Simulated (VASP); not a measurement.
# Si3Au (Pm-3m) in VASP: a series of runs

The runs below take Si3Au through single point, relaxation of cell and atoms, with PBE.

Program: VASP 6.6.1. These are calculated values, not measurements. Logs are shortened: lines on timing, memory, paths and dates and some standing lists are left out, and cuts for length are marked.

### 1 The cell of the first run

Symmetry: Pm-3m, No. 221, cubic system. Conventional cell: a = 4.029 Å, b = 4.029 Å, c = 4.029 Å, α = 90.00°, β = 90.00°, γ = 90.00°. Si (site symmetry 4/mmm) has 8 Si at 2.85 Å and 4 Au at 2.85 Å within 3.8 Å. Within 3.8 Å of Au (site symmetry m-3m) lie 12 Si at 2.85 Å.

### 2 Single point, PBE

File INCAR:

```
PREC     = Accurate       # precision mode
ENCUT    = 520            # plane-wave cutoff, eV
EDIFF    = 1E-6           # SCF threshold, eV
ISMEAR   = 0              # smearing method
SIGMA    = 0.1            # smearing width, eV
LREAL    = F              # projectors in reciprocal space
LASPH    = T              # aspherical terms in the spheres
NELM     = 100            # most SCF steps
ALGO     = Normal         # electronic algorithm
ISIF     = 2              # what is computed and relaxed
LWAVE    = F              # write WAVECAR
LCHARG   = F              # write CHGCAR
GGA      = PE             # functional
NBANDS   = 20             # bands
```

File KPOINTS:

```
Automatic mesh
0
Gamma
  12 12 12
```

File POSCAR:

```
Si3Au
1.0
    4.0286328442      0.0000000000      0.0000000000
    0.0000000000      4.0286328442      0.0000000000
    0.0000000000      0.0000000000      4.0286328442
Si Au
3 1
Direct
    0.0000000000      0.5000000000      0.5000000000
    0.5000000000      0.0000000000      0.5000000000
    0.5000000000      0.5000000000      0.0000000000
    0.0000000000      0.0000000000      0.0000000000
```

Potentials or basis: VASP PAW PBE potentials, release 64 (Si, Au).

The run is started by

```bash
$ cat potpaw_PBE.64/Si/POTCAR potpaw_PBE.64/Au/POTCAR > POTCAR
$ mpirun -np 1 vasp_std > vasp.out
```

OUTCAR:

```text
PREC = Accurate
   ENCUT = 520
   EDIFF = 1E-6
   ISMEAR = 0
   LREAL = F
   LASPH = T
   NELM = 100
   ISIF = 2
   GGA = PE

 ion  position               nearest neighbor table
   1  0.000  0.500  0.500-   2 2.85   3 2.85   4 2.85   3 2.85   4 2.85   2 2.85   4 2.85   4 2.85
                             2 2.85   3 2.85   3 2.85   2 2.85
   2  0.500  0.000  0.500-   1 2.85   3 2.85   4 2.85   3 2.85   4 2.85   1 2.85   3 2.85   3 2.85
                             1 2.85   4 2.85   4 2.85   1 2.85
   3  0.500  0.500  0.000-   1 2.85   2 2.85   4 2.85   1 2.85   2 2.85   2 2.85   4 2.85   2 2.85
                             1 2.85   4 2.85   1 2.85   4 2.85
   4  0.000  0.000  0.000-   1 2.85   2 2.85   3 2.85   1 2.85   2 2.85   1 2.85   3 2.85   1 2.85
                             2 2.85   3 2.85   2 2.85   3 2.85

  LATTYP: Found a simple cubic cell.
 ALAT       =     4.0286328442

  Lattice vectors:

 A1 = (   4.0286328442,   0.0000000000,   0.0000000000)
 A2 = (   0.0000000000,   4.0286328442,   0.0000000000)
 A3 = (   0.0000000000,   0.0000000000,   4.0286328442)

Analysis of symmetry for initial positions (statically):
=====================================================================
 Subroutine PRICEL returns:
 Original cell was already a primitive cell.

 Routine SETGRP: Setting up the symmetry group for a
 simple cubic supercell.

 Subroutine GETGRP returns: Found 48 space group operations
 (whereof 48 operations were pure point group operations)
 out of a pool of 48 trial point group operations.

The static configuration has the point symmetry O_h .

Analysis of symmetry for dynamics (positions and initial velocities):
=====================================================================
 Subroutine PRICEL returns:
 Original cell was already a primitive cell.

 Routine SETGRP: Setting up the symmetry group for a
 simple cubic supercell.

 Subroutine GETGRP returns: Found 48 space group operations
 (whereof 48 operations were pure point group operations)
 out of a pool of 48 trial point group operations.

The dynamic configuration has the point symmetry O_h .

 Subroutine INISYM returns: Found 48 space group operations
 (whereof 48 operations are pure point group operations),
 and found     1 'primitive' translations

----------------------------------------------------------------------------------------

                                     Primitive cell

  volume of cell :      65.3842

  direct lattice vectors                    reciprocal lattice vectors
     4.028632844  0.000000000  0.000000000     0.248223166  0.000000000  0.000000000
     0.000000000  4.028632844  0.000000000     0.000000000  0.248223166  0.000000000
     0.000000000  0.000000000  4.028632844     0.000000000  0.000000000  0.248223166

  length of vectors
     4.028632844  4.028632844  4.028632844     0.248223166  0.248223166  0.248223166

  position of ions in fractional coordinates (direct lattice)
     0.000000000  0.500000000  0.500000000
     0.500000000  0.000000000  0.500000000
     0.500000000  0.500000000  0.000000000
     0.000000000  0.000000000  0.000000000

  ion indices of the primitive-cell ions
   primitive index   ion index
                 1           1
                 2           2
                 3           3
                 4           4

----------------------------------------------------------------------------------------

 KPOINTS: Automatic mesh

Automatic generation of k-mesh.
 Grid dimensions read from file:
 generate k-points for:   12   12   12

 Generating k-lattice:

  Cartesian coordinates                     Fractional coordinates (reciprocal lattice)
     0.020685264  0.000000000  0.000000000     0.083333333  0.000000000  0.000000000
     0.000000000  0.020685264  0.000000000     0.000000000  0.083333333  0.000000000
     0.000000000  0.000000000  0.020685264     0.000000000  0.000000000  0.083333333

  Length of vectors
     0.020685264  0.020685264  0.020685264

  Shift w.r.t. Gamma in fractional coordinates (k-lattice)
     0.000000000  0.000000000  0.000000000

 Subroutine IBZKPT returns following result:
 ===========================================

 Found     84 irreducible k-points:

 Following reciprocal coordinates:
            Coordinates               Weight
  0.000000  0.000000  0.000000      1.000000
  0.083333  0.000000  0.000000      6.000000
  0.166667  0.000000  0.000000      6.000000
  0.250000  0.000000  0.000000      6.000000
  0.333333  0.000000  0.000000      6.000000
  0.416667  0.000000  0.000000      6.000000
[... 16 lines left out ...]
  0.333333  0.333333  0.000000     12.000000
  0.416667  0.333333  0.000000     24.000000
 [... further k-points ...]
   k-points           NKPTS =     84   k-points in BZ     NKDIM =     84   number of bands    NBANDS=     20
   number of dos      NEDOS =    301   number of ions     NIONS =      4
   total plane-waves  NPLWV =  27000
   dimension x,y,z NGX =    30 NGY =   30 NGZ =   30
   dimension x,y,z NGXF=    60 NGYF=   60 NGZF=   60
   ions per type =               3   1
   NGX,Y,Z   is equivalent  to a cutoff of  12.38, 12.38, 12.38 a.u.
   NGXF,Y,Z  is equivalent  to a cutoff of  24.76, 24.76, 24.76 a.u.
 SYSTEM =  unknown system
   PREC   = accura    normal or accurate (medium, high low for compatibility)
   ISTART =      0    job   : 0-new  1-cont  2-samecut
   ICHARG =      2    charge: 1-file 2-atom 10-const
   ISPIN  =      1    spin polarized calculation?
   LNONCOLLINEAR =      F non collinear calculations
   LSORBIT =      F    spin-orbit coupling
   LASPH  =      T    aspherical Exc in radial PAW
   ENCUT  =  520.0 eV  38.22 Ry    6.18 a.u.   7.49  7.49  7.49*2*pi/ulx,y,z
   NELM   =    100;   NELMIN=  2; NELMDL= -5     # of ELM steps
   EDIFF  = 0.1E-05   stopping-criterion for ELM
   LREAL  =      F    real-space projection
   EDIFFG = 0.1E-04   stopping-criterion for IOM
   NSW    =      0    number of steps for IOM
   IBRION =     -1    ionic relax: 0-MD 1-quasi-New 2-CG
   NFREE  =      0    steps in history (QN), initial steepest desc. (CG)
   ISIF   =      2    stress and relaxation
   ISYM   =      2    0-nonsym 1-usesym 2-fastsym
   POTIM  = 0.5000    time-step for ionic-motion
   TEBEG  =    0.0;   TEEND  =   0.0 temperature during run
   PSTRESS=    0.0 pullay stress
   NELECT =      23.0000    total number of electrons
   NUPDOWN=      -1.0000    fix difference up-down
   EMIN   =  10.00;   EMAX   =-10.00  energy-range for DOS
   EFERMI =   0.00;   METHOD = LEGACY
   ISMEAR =     0;   SIGMA  =   0.10  broadening in eV -4-tet -1-fermi 0-gaus
   EFERMI_NEDOS =   21; number of points for ismear=-14 and -15
   IALGO  =     38    algorithm
   IMIX   =      4    mixing-type and parameters
     AMIX     =   0.40;   BMIX     =  1.00
     AMIX_MAG =   1.60;   BMIX_MAG =  1.00
  volume/ion in A,a.u.               =      16.35       110.31
  Fermi-wavevector in a.u.,A,eV,Ry     =   1.155650  2.183862 18.170955  1.335528
  Thomas-Fermi vector in A             =   2.292277
   LORBIT       =      0    0 simple, 1 ext, 2 COOP (PROOUT), +10 PAW based schemes
   GGA     = PE    functional components
   LHFCALC =     F    Hartree Fock is set to
   AEXX    =    0.0000 exact exchange contribution
   IVDW    =     0    specifies the selected vdW correction
   LEPSILON=     F    determine dielectric tensor
   LRPA    =     F    only Hartree local field effects (RPA)
 non-spin polarized calculation
 Gauss-broadening in eV      SIGMA  =   0.10
  energy-cutoff  :      520.00
  volume of cell :       65.38
 maximum number of plane-waves:      1791
 NGX is ok and might be reduce to    30
   NGX = 15   NGY = 15   NGZ = 15

 number of electron      23.0000005 magnetization

 Free energy of the ion-electron system (eV)
  ---------------------------------------------------
  ext. energy  EPLUGINS =         0.00000000
  ---------------------------------------------------
  free energy    TOTEN  =       -17.53037258 eV

  energy without entropy =      -17.52046581  energy(sigma->0) =      -17.52541919

 E-fermi :   9.2823     XC(G=0): -11.2729

 val. band max:        9.2778101102   @ k =   0.5000   0.3333   0.1667
 cond. band min:       9.3238341696   @ k =   0.4167   0.1667   0.0833
 fundamental gap:      0.0460240593
 Fermi energy:         9.2823306277

 k-point     1 :       0.0000    0.0000    0.0000
  band No.  band energies     occupation
      1      -3.7652      2.00000
      2       2.4257      2.00000
      3       2.4257      2.00000
      4       4.1886      2.00000
      5       4.1886      2.00000
      6       4.1886      2.00000
[... 12 lines left out ...]
     19      15.9988      0.00000
     20      15.9988      0.00000

 k-point     2 :       0.0833    0.0000    0.0000
  band No.  band energies     occupation
      1      -3.7004      2.00000
      2       2.2815      2.00000
      3       2.4644      2.00000
      4       4.0596      2.00000
      5       4.0596      2.00000
      6       4.1930      2.00000
[... 12 lines left out ...]
     19      15.9854      0.00000
     20      16.7491      0.00000

 k-point     3 :       0.1667    0.0000    0.0000
  band No.  band energies     occupation
      1      -3.5066      2.00000
      2       1.7987      2.00000
      3       2.5763      2.00000
      4       3.8185      2.00000
      5       3.8185      2.00000
      6       4.2047      2.00000
[... 12 lines left out ...]
     19      15.9481      0.00000
     20      17.8535      0.00000

 k-point     4 :       0.2500    0.0000    0.0000
  band No.  band energies     occupation
      1      -3.1865      2.00000
      2       1.0320      2.00000
      3       2.7480      2.00000
      4       3.5910      2.00000
      5       3.5910      2.00000
      6       4.2209      2.00000
[... 429 lines left out ...]
 k-point    23 :       0.3333    0.3333    0.0000
  band No.  band energies     occupation
      1      -1.7971      2.00000
      2       0.9262      2.00000
      3       0.9735      2.00000
      4       3.1012      2.00000
      5       3.5560      2.00000
      6       3.7183      2.00000
[... 12 lines left out ...]
     19      15.2928      0.00000
     20      15.6817      0.00000

 k-point    24 :       0.4167    0.3333    0.0000
  band No.  band energies     occupation
      1      -1.3131      2.00000
      2       0.2312      2.00000
      3       1.2916      2.00000
      4       2.8006      2.00000
      5       3.5169      2.00000
      6       3.7026      2.00000
[... 12 lines left out ...]
     19      15.4384      0.00000
     20      16.5303      0.00000

 [... further k-points ...]

------------------------ aborting loop because EDIFF is reached ----------------------------------------

  FORCE on cell =-STRESS in cart. coord.  units (eV):
  Direction    XX          YY          ZZ          XY          YZ          ZX
  --------------------------------------------------------------------------------------
  -------------------------------------------------------------------------------------
  Total       -0.0186645     -0.0186645     -0.0186645     -0.0000000      0.0000000     -0.0000000
  in kB       -0.4573545     -0.4573545     -0.4573545     -0.0000000      0.0000000     -0.0000000
  external PRESSURE =      -0.4573545 kB  Pullay stress =       0.0000000 kB

 VOLUME and BASIS-vectors are now :
 -----------------------------------------------------------------------------
  energy-cutoff  :      520.00
  volume of cell :       65.38
      direct lattice vectors                 reciprocal lattice vectors
     4.028632844  0.000000000  0.000000000     0.248223166  0.000000000  0.000000000
     0.000000000  4.028632844  0.000000000     0.000000000  0.248223166  0.000000000
     0.000000000  0.000000000  4.028632844     0.000000000  0.000000000  0.248223166

 POSITION                                       TOTAL-FORCE (eV/Angst)
 -----------------------------------------------------------------------------------
      0.00000      2.01432      2.01432         0.000000      0.000000      0.000000
      2.01432      0.00000      2.01432         0.000000      0.000000      0.000000
      2.01432      2.01432      0.00000         0.000000      0.000000      0.000000
      0.00000      0.00000      0.00000         0.000000      0.000000      0.000000
 -----------------------------------------------------------------------------------
    total drift:                               -0.000000     -0.000000     -0.000000

  FREE ENERGIE OF THE ION-ELECTRON SYSTEM (eV)
  ---------------------------------------------------
  free  energy   TOTEN  =       -17.5303725760 eV

  energy  without entropy=      -17.5204658124  energy(sigma->0) =      -17.52541919
```

It took 40 s on 1 thread of AMD EPYC 9R45 (Zen 5), shared host; peak memory 0.21 GiB.

Results:

- Free energy: -17.5304 eV
- Pressure: 0.0 GPa
- Band gap on the k mesh: zero (an odd number of electrons rules out a gap without spin polarisation)

Caveat: spin-orbit coupling is left out, which moves the levels of the heavy elements.

### 3 Relaxation of cell and atoms, PBE

File INCAR:

```
SYSTEM = Si3Au
PREC = Accurate
ENCUT = 600
EDIFF = 1E-7
ISMEAR = 0
SIGMA = 0.1
LREAL = .False.
LASPH = .True.
NELM = 80
ALGO = Normal
ISIF = 3
LWAVE = .False.
LCHARG = .False.
GGA = PE
IBRION = 2
NSW = 100
EDIFFG = -0.01
```

File KPOINTS:

```
regular mesh
0
Gamma
  12 12 12
  0 0 0
```

POSCAR is that of step 2.

Potentials or basis: VASP PAW PBE potentials, release 64 (Si, Au).

The run is started by

```bash
$ cat potpaw_PBE.64/Si/POTCAR potpaw_PBE.64/Au/POTCAR > POTCAR
$ mpirun -np 1 vasp_std > vasp.out
```

OUTCAR:

```text
SYSTEM = Si3Au
   PREC = Accurate
   ENCUT = 600
   EDIFF = 1E-7
   ISMEAR = 0
   LREAL = .False.
   LASPH = .True.
   NELM = 80
   ISIF = 3
   GGA = PE
   IBRION = 2
   NSW = 100
   EDIFFG = -0.01

 ion  position               nearest neighbor table
   1  0.000  0.500  0.500-   2 2.85   3 2.85   4 2.85   3 2.85   4 2.85   2 2.85   4 2.85   4 2.85
                             2 2.85   3 2.85   3 2.85   2 2.85
   2  0.500  0.000  0.500-   1 2.85   3 2.85   4 2.85   3 2.85   4 2.85   1 2.85   3 2.85   3 2.85
[... 640 lines left out ...]
  -------------------------------------------------------------------------------------
  Total       -0.0256958     -0.0256958     -0.0256958      0.0000000      0.0000000     -0.0000000
  in kB       -0.6296516     -0.6296516     -0.6296516      0.0000000      0.0000000     -0.0000000
  external PRESSURE =      -0.6296516 kB  Pullay stress =       0.0000000 kB

 VOLUME and BASIS-vectors are now :
 -----------------------------------------------------------------------------
  energy-cutoff  :      600.00
  volume of cell :       65.38
      direct lattice vectors                 reciprocal lattice vectors
     4.028632844  0.000000000  0.000000000     0.248223166  0.000000000  0.000000000
     0.000000000  4.028632844  0.000000000     0.000000000  0.248223166  0.000000000
     0.000000000  0.000000000  4.028632844     0.000000000  0.000000000  0.248223166

 POSITION                                       TOTAL-FORCE (eV/Angst)
 -----------------------------------------------------------------------------------
      0.00000      2.01432      2.01432         0.000000      0.000000      0.000000
      2.01432      0.00000      2.01432         0.000000      0.000000      0.000000
      2.01432      2.01432      0.00000         0.000000      0.000000      0.000000
      0.00000      0.00000      0.00000         0.000000      0.000000      0.000000
 -----------------------------------------------------------------------------------
    total drift:                               -0.000000      0.000000     -0.000000

  FREE ENERGIE OF THE ION-ELECTRON SYSTEM (eV)
  ---------------------------------------------------
  free  energy   TOTEN  =       -17.5304844115 eV

  energy  without entropy=      -17.5205735465  energy(sigma->0) =      -17.52552898

 reached required accuracy - stopping structural energy minimisation
```

It took 40 s on 1 thread of AMD EPYC 9R45 (Zen 5), shared host; peak memory 0.22 GiB.

What came out:

```
Free energy             : -17.5305 eV
Pressure after relaxing : -0.1 GPa
Band gap on the k mesh  : zero (an odd number of electrons rules out a gap without spin polarisation)
```

Final structure:
```
Si Au
1.0
     4.02863    0.00000    0.00000
     0.00000    4.02863    0.00000
     0.00000    0.00000    4.02863
Si Au
3 1
Cartesian
  0.0000 2.0143 2.0143
  2.0143 0.0000 2.0143
  2.0143 2.0143 0.0000
  0.0000 0.0000 0.0000
```

Caveat: the relaxation stopped at its first step, so nothing moved; spin-orbit coupling is left out, which moves the levels of the heavy elements.

The gap in the log of VASP goes by the Fermi energy; the results here count the filled bands.